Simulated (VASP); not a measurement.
# ScAl2N3 (P6/mmm) in VASP: single point with PBE

Aim: the single point of ScAl2N3 with PBE.

Program: VASP 6.6.1. These are calculated values, not measurements. Logs are shortened: lines on timing, memory, paths and dates and some standing lists are left out, and cuts for length are marked.

**1. The cell of the first run**

It takes space group P6/mmm (No. 191, hexagonal). Conventional cell: a = 4.193 Å, b = 4.193 Å, c = 8.464 Å, α = 90.00°, β = 90.00°, γ = 120.00°. Within 3.0 Å of Sc (site symmetry 6/mmm) lie 6 N at 2.10 Å and 2 Al at 2.91 Å. Within 3.6 Å of Al (site symmetry 6mm) lie 1 Al at 2.64 Å and 1 Sc at 2.91 Å and 6 N at 3.59 Å. N (site symmetry mmm) has 2 Sc at 2.10 Å and 4 N at 2.10 Å within 2.8 Å.

The cell was built from a structure type or drawn by symmetry, and may not be a known phase.

**2. Single point, PBE, collinear spin, ferromagnetic start**

INCAR

```
SYSTEM = ScAl2N3
  ALGO = Normal
  EDIFF = 1E-6
  ENCUT = 520
  GGA = PE
  ISIF = 2
  ISMEAR = 0
  ISPIN = 2
  LASPH = .TRUE.
  LCHARG = .TRUE.
  LELF = .TRUE.
  LMAXMIX = 4
  LORBIT = 11
  LREAL = .FALSE.
  LVHAR = .TRUE.
  LWAVE = .FALSE.
  MAGMOM = 0 0 0 1 1 1
  NBANDS = 29
  NELM = 150
  PREC = Accurate
  SIGMA = 0.1
```

KPOINTS

```
k-points
0
G
  6 6 2
  0 0 0
```

POSCAR

```
ScAl2N3
1.0
    4.1930647355      0.0000000000      0.0000000000
   -2.0965323678      3.6313005807      0.0000000000
    0.0000000000      0.0000000000      8.4643782214
Sc Al N
1 2 3
Direct
    0.0000000000      0.0000000000      0.5000000000
    0.0000000000      0.0000000000      0.8437569869
    0.0000000000      0.0000000000      0.1562430131
    0.5000000000      0.0000000000      0.5000000000
    0.0000000000      0.5000000000      0.5000000000
    0.5000000000      0.5000000000      0.5000000000
```

Potentials or basis: VASP PAW PBE potentials, release 64 (Sc_sv, Al, N).

On the command line:

```
cat potpaw_PBE.64/Sc_sv/POTCAR potpaw_PBE.64/Al/POTCAR potpaw_PBE.64/N/POTCAR > POTCAR
mpirun -np 1 vasp_std > vasp.out
```

OUTCAR:

```text
SYSTEM = ScAl2N3
   EDIFF = 1E-6
   ENCUT = 520
   GGA = PE
   ISIF = 2
   ISMEAR = 0
   ISPIN = 2
   LASPH = .TRUE.
   LORBIT = 11
   LREAL = .FALSE.
   NELM = 150
   PREC = Accurate

 ion  position               nearest neighbor table
   1  0.000  0.000  0.500-   4 2.10   4 2.10   6 2.10   6 2.10   5 2.10   5 2.10   2 2.91   3 2.91

   2  0.000  0.000  0.844-   3 2.64   1 2.91
   3  0.000  0.000  0.156-   2 2.64   1 2.91
   4  0.500  0.000  0.500-   1 2.10   1 2.10
   5  0.000  0.500  0.500-   1 2.10   1 2.10
   6  0.500  0.500  0.500-   1 2.10   1 2.10

  LATTYP: Found a hexagonal cell.
 ALAT       =     4.1930647355
 C/A-ratio  =     2.0186614697

  Lattice vectors:

 A1 = (   4.1930647355,   0.0000000000,   0.0000000000)
 A2 = (  -2.0965323678,   3.6313005807,   0.0000000000)
 A3 = (   0.0000000000,   0.0000000000,   8.4643782214)

Analysis of symmetry for initial positions (statically):
=====================================================================
 Subroutine PRICEL returns:
 Original cell was already a primitive cell.

 Routine SETGRP: Setting up the symmetry group for a
 hexagonal supercell.

 Subroutine GETGRP returns: Found 24 space group operations
 (whereof 24 operations were pure point group operations)
 out of a pool of 24 trial point group operations.

The static configuration has the point symmetry D_6h.

Analysis of symmetry for dynamics (positions and initial velocities):
=====================================================================
 Subroutine PRICEL returns:
 Original cell was already a primitive cell.

 Routine SETGRP: Setting up the symmetry group for a
 hexagonal supercell.

 Subroutine GETGRP returns: Found 24 space group operations
 (whereof 24 operations were pure point group operations)
 out of a pool of 24 trial point group operations.

The dynamic configuration has the point symmetry D_6h.

Analysis of structural, dynamic, and magnetic symmetry:
=====================================================================
 Subroutine PRICEL returns:
 Original cell was already a primitive cell.

 Routine SETGRP: Setting up the symmetry group for a
 hexagonal supercell.

 Subroutine GETGRP returns: Found 24 space group operations
 (whereof 24 operations were pure point group operations)
 out of a pool of 24 trial point group operations.

The overall configuration has the point symmetry D_6h.

 Subroutine INISYM returns: Found 24 space group operations
 (whereof 24 operations are pure point group operations),
 and found     1 'primitive' translations

----------------------------------------------------------------------------------------

                                     Primitive cell

  volume of cell :     128.8810

  direct lattice vectors                    reciprocal lattice vectors
     4.193064736  0.000000000  0.000000000     0.238489044  0.137691714  0.000000000
    -2.096532368  3.631300581  0.000000000     0.000000000  0.275383427  0.000000000
     0.000000000  0.000000000  8.464378221     0.000000000  0.000000000  0.118142169

  length of vectors
     4.193064736  4.193064736  8.464378221     0.275383427  0.275383427  0.118142169

  position of ions in fractional coordinates (direct lattice)
     0.000000000  0.000000000  0.500000000
     0.000000000  0.000000000  0.843756987
     0.000000000  0.000000000  0.156243013
     0.500000000  0.000000000  0.500000000
     0.000000000  0.500000000  0.500000000
     0.500000000  0.500000000  0.500000000

  ion indices of the primitive-cell ions
   primitive index   ion index
                 1           1
                 2           2
                 3           3
                 4           4
                 5           5
                 6           6

----------------------------------------------------------------------------------------

 KPOINTS: k-points

Automatic generation of k-mesh.
 Grid dimensions read from file:
 generate k-points for:    6    6    2

 Generating k-lattice:

  Cartesian coordinates                     Fractional coordinates (reciprocal lattice)
     0.039748174  0.022948619  0.000000000     0.166666667  0.000000000  0.000000000
     0.000000000  0.045897238  0.000000000     0.000000000  0.166666667  0.000000000
     0.000000000  0.000000000  0.059071084     0.000000000  0.000000000  0.500000000

  Length of vectors
     0.045897238  0.045897238  0.059071084

  Shift w.r.t. Gamma in fractional coordinates (k-lattice)
     0.000000000  0.000000000  0.000000000

 Subroutine IBZKPT returns following result:
 ===========================================

 Found     14 irreducible k-points:

 Following reciprocal coordinates:
            Coordinates               Weight
  0.000000  0.000000  0.000000      1.000000
  0.166667  0.000000  0.000000      6.000000
  0.333333  0.000000  0.000000      6.000000
  0.500000 -0.000000  0.000000      3.000000
  0.166667  0.166667  0.000000      6.000000
  0.333333  0.166667  0.000000     12.000000
  0.333333  0.333333  0.000000      2.000000
  0.000000  0.000000  0.500000      1.000000
  0.166667  0.000000  0.500000      6.000000
  0.333333  0.000000  0.500000      6.000000
  0.500000 -0.000000  0.500000      3.000000
  0.166667  0.166667  0.500000      6.000000
  0.333333  0.166667  0.500000     12.000000
  0.333333  0.333333  0.500000      2.000000
   k-points           NKPTS =     14   k-points in BZ     NKDIM =     14   number of bands    NBANDS=     29
   number of dos      NEDOS =    301   number of ions     NIONS =      6
   total plane-waves  NPLWV =  65536
   dimension x,y,z NGX =    32 NGY =   32 NGZ =   64
   dimension x,y,z NGXF=    64 NGYF=   64 NGZF=  128
   ions per type =               1   2   3
   NGX,Y,Z   is equivalent  to a cutoff of  12.69, 12.69, 12.57 a.u.
   NGXF,Y,Z  is equivalent  to a cutoff of  25.37, 25.37, 25.14 a.u.
 SYSTEM =  ScAl2N3
   PREC   = accura    normal or accurate (medium, high low for compatibility)
   ISTART =      0    job   : 0-new  1-cont  2-samecut
   ICHARG =      2    charge: 1-file 2-atom 10-const
   ISPIN  =      2    spin polarized calculation?
   LNONCOLLINEAR =      F non collinear calculations
   LSORBIT =      F    spin-orbit coupling
   LASPH  =      T    aspherical Exc in radial PAW
   ENCUT  =  520.0 eV  38.22 Ry    6.18 a.u.   7.80  7.80 15.74*2*pi/ulx,y,z
   NELM   =    150;   NELMIN=  2; NELMDL= -5     # of ELM steps
   EDIFF  = 0.1E-05   stopping-criterion for ELM
   LREAL  =      F    real-space projection
   EDIFFG = 0.1E-04   stopping-criterion for IOM
   NSW    =      0    number of steps for IOM
   IBRION =     -1    ionic relax: 0-MD 1-quasi-New 2-CG
   NFREE  =      0    steps in history (QN), initial steepest desc. (CG)
   ISIF   =      2    stress and relaxation
   ISYM   =      2    0-nonsym 1-usesym 2-fastsym
   POTIM  = 0.5000    time-step for ionic-motion
   TEBEG  =    0.0;   TEEND  =   0.0 temperature during run
   PSTRESS=    0.0 pullay stress
   NELECT =      32.0000    total number of electrons
   NUPDOWN=      -1.0000    fix difference up-down
   EMIN   =  10.00;   EMAX   =-10.00  energy-range for DOS
   EFERMI =   0.00;   METHOD = LEGACY
   ISMEAR =     0;   SIGMA  =   0.10  broadening in eV -4-tet -1-fermi 0-gaus
   EFERMI_NEDOS =   21; number of points for ismear=-14 and -15
   IALGO  =     38    algorithm
   IMIX   =      4    mixing-type and parameters
     AMIX     =   0.40;   BMIX     =  1.00
     AMIX_MAG =   1.60;   BMIX_MAG =  1.00
  volume/ion in A,a.u.               =      21.48       144.96
  Fermi-wavevector in a.u.,A,eV,Ry     =   1.028952  1.944438 14.405069  1.058743
  Thomas-Fermi vector in A             =   2.162975
   LORBIT       =     11    0 simple, 1 ext, 2 COOP (PROOUT), +10 PAW based schemes
   GGA     = PE    functional components
   LHFCALC =     F    Hartree Fock is set to
   AEXX    =    0.0000 exact exchange contribution
   IVDW    =     0    specifies the selected vdW correction
   LEPSILON=     F    determine dielectric tensor
   LRPA    =     F    only Hartree local field effects (RPA)
 spin polarized calculation
 Gauss-broadening in eV      SIGMA  =   0.10
  energy-cutoff  :      520.00
  volume of cell :      128.88
 maximum number of plane-waves:      3500
 NGX is ok and might be reduce to    32
   NGX = 15   NGY = 15   NGZ = 31

 number of electron      32.0000002 magnetization       1.4834898

 Free energy of the ion-electron system (eV)
  ---------------------------------------------------
  ext. energy  EPLUGINS =         0.00000000
  ---------------------------------------------------
  free energy    TOTEN  =       -29.82651633 eV

  energy without entropy =      -29.79466707  energy(sigma->0) =      -29.81059170

 E-fermi :   1.6840     XC(G=0):  -8.3287

 val. band max:        1.6693337961   @ k =   0.3333   0.3333   0.5000
 cond. band min:       1.6872130388   @ k =   0.1667   0.1667   0.0000
 fundamental gap:      0.0178792427
 Fermi energy:         1.6840331527

 spin component 1

 k-point     1 :       0.0000    0.0000    0.0000
  band No.  band energies     occupation
      1     -45.8227      1.00000
      2     -24.6749      1.00000
      3     -24.6245      1.00000
      4     -24.6245      1.00000
      5     -14.7967      1.00000
      6      -9.9243      1.00000
[... 20 lines left out ...]
     27       7.6692      0.00000
     28       7.7587      0.00000

 k-point     2 :       0.1667    0.0000    0.0000
  band No.  band energies     occupation
      1     -45.8219      1.00000
      2     -24.6731      1.00000
      3     -24.6615      1.00000
      4     -24.6328      1.00000
      5     -14.5019      1.00000
      6     -10.4582      1.00000
[... 364 lines left out ...]
 k-point    14 :       0.3333    0.3333    0.5000
  band No.  band energies     occupation
      1     -45.8190      1.00000
      2     -24.7241      1.00000
      3     -24.7241      1.00000
      4     -24.6668      1.00000
      5     -12.4304      1.00000
      6     -12.4304      1.00000
[... 20 lines left out ...]
     27       9.1005      0.00000
     28       9.1005      0.00000
 Fermi energy:         1.6840331527

 spin component 2

 k-point     1 :       0.0000    0.0000    0.0000
  band No.  band energies     occupation
      1     -45.7979      1.00000
      2     -24.6439      1.00000
      3     -24.5948      1.00000
      4     -24.5948      1.00000
      5     -14.2714      1.00000
      6      -9.2566      1.00000
[... 20 lines left out ...]
     27       7.6973      0.00000
     28       7.8649      0.00000

 k-point     2 :       0.1667    0.0000    0.0000
  band No.  band energies     occupation
      1     -45.7971      1.00000
      2     -24.6423      1.00000
      3     -24.6286      1.00000
      4     -24.6023      1.00000
      5     -13.9762      1.00000
      6      -9.8366      1.00000
[... 364 lines left out ...]
 k-point    14 :       0.3333    0.3333    0.5000
  band No.  band energies     occupation
      1     -45.7944      1.00000
      2     -24.6858      1.00000
      3     -24.6858      1.00000
      4     -24.6364      1.00000
      5     -11.8861      1.00000
      6     -11.8861      1.00000
[... 20 lines left out ...]
     27       9.1905      0.00000
     28       9.1905      0.00000
 [bands above 28 left out]

------------------------ aborting loop because EDIFF is reached ----------------------------------------

  FORCE on cell =-STRESS in cart. coord.  units (eV):
  Direction    XX          YY          ZZ          XY          YZ          ZX
  --------------------------------------------------------------------------------------
  -------------------------------------------------------------------------------------
  Total        1.1388868      1.1388868      0.6608995     -0.0000000     -0.0000000     -0.0000000
  in kB       14.1580131     14.1580131      8.2159390     -0.0000000     -0.0000000     -0.0000000
  external PRESSURE =      12.1773217 kB  Pullay stress =       0.0000000 kB

 VOLUME and BASIS-vectors are now :
 -----------------------------------------------------------------------------
  energy-cutoff  :      520.00
  volume of cell :      128.88
      direct lattice vectors                 reciprocal lattice vectors
     4.193064736  0.000000000  0.000000000     0.238489044  0.137691714  0.000000000
    -2.096532368  3.631300581  0.000000000     0.000000000  0.275383427  0.000000000
     0.000000000  0.000000000  8.464378221     0.000000000  0.000000000  0.118142169

 POSITION                                       TOTAL-FORCE (eV/Angst)
 -----------------------------------------------------------------------------------
      0.00000      0.00000      4.23219        -0.000000     -0.000000     -0.000000
      0.00000      0.00000      7.14188        -0.000000      0.000000      0.048871
      0.00000      0.00000      1.32250         0.000000     -0.000000     -0.048871
      2.09653      0.00000      4.23219        -0.000000     -0.000000     -0.000000
     -1.04827      1.81565      4.23219        -0.000000     -0.000000     -0.000000
      1.04827      1.81565      4.23219        -0.000000     -0.000000     -0.000000
 -----------------------------------------------------------------------------------
    total drift:                               -0.000000      0.000000     -0.000000

  FREE ENERGIE OF THE ION-ELECTRON SYSTEM (eV)
  ---------------------------------------------------
  free  energy   TOTEN  =       -29.8265163267 eV

  energy  without entropy=      -29.7946670716  energy(sigma->0) =      -29.81059170

 total charge

# of ion       s       p       d       tot
------------------------------------------
    1        2.237   6.305   1.362   9.905
    2        0.565   0.188   0.000   0.753
    3        0.565   0.188   0.000   0.753
    4        1.358   2.103   0.000   3.460
    5        1.358   2.103   0.000   3.460
    6        1.358   2.103   0.000   3.460
--------------------------------------------------
tot          7.441  12.990   1.362  21.793

 magnetization (x)

# of ion       s       p       d       tot
------------------------------------------
    1        0.001   0.006   0.036   0.042
    2        0.003   0.010   0.000   0.013
    3        0.003   0.010   0.000   0.013
    4        0.011   0.306   0.000   0.317
    5        0.011   0.306   0.000   0.317
    6        0.011   0.306   0.000   0.317
--------------------------------------------------
tot          0.040   0.943   0.036   1.018
```

It took 4.1 min on 1 thread of Intel Xeon 8259CL, shared host; peak memory 0.34 GiB.

Results:

```yaml
Free_energy: -29.8265 eV
Pressure: 1.2 GPa
Largest_force: 0.049 eV/Å
Net_moment: 1.48 μB per cell
Site_moments: Sc +0.04; Al +0.01; N +0.32 μB
Valence_electrons_inside_the_program's_atomic_spheres: Sc 9.90; Al 0.75; N 3.46
```

Forces on the atoms (eV/Å):
```
Sc   0.000  0.000  0.000
Al   0.000  0.000  0.049
Al   0.000  0.000 -0.049
N    0.000  0.000  0.000
N    0.000  0.000  0.000
N    0.000  0.000  0.000
```

Stress tensor (GPa, compression positive):
```
1.42 0.00 0.00
0.00 1.42 0.00
0.00 0.00 0.82
```

Caveat: the k points lie up to 0.37 Å⁻¹ apart.
